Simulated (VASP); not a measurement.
Input of a VASP 6.6.1 run:

File INCAR:

```
PREC     = Accurate       # precision mode
ENCUT    = 600            # plane-wave cutoff, eV
EDIFF    = 1E-6           # SCF threshold, eV
ISMEAR   = -1             # smearing method
SIGMA    = 0.1            # smearing width, eV
LREAL    = F              # projectors in reciprocal space
LASPH    = T              # aspherical terms in the spheres
NELM     = 120            # most SCF steps
ALGO     = Normal         # electronic algorithm
ISIF     = 2              # what is computed and relaxed
LWAVE    = F              # write WAVECAR
LCHARG   = F              # write CHGCAR
GGA      = CA             # functional
NBANDS   = 7              # bands
GGA_COMPAT= F
```

KPOINTS

```
regular mesh
0
Gamma
  19 19 19
```

The input POSCAR:

```
Be
1.0
    0.0000000000      1.5111603412      1.5111603412
    1.5111603412      0.0000000000      1.5111603412
    1.5111603412      1.5111603412      0.0000000000
Be
1
Direct
    0.0000000000      0.0000000000      0.0000000000
```

Potentials or basis: VASP PAW LDA potentials, release 64 (Be).

Command:

```console
$ cat potpaw_LDA.64/Be/POTCAR > POTCAR
$ mpirun -np 1 vasp_std > vasp.out
```

Task: Estimate the band gap on the k mesh.

Result: Zero (bands 1 and 2 overlap by 0.65 eV).

Task: Predict the pressure.

Result: 13.1 GPa.

Caveat: the cell stands under pressure.
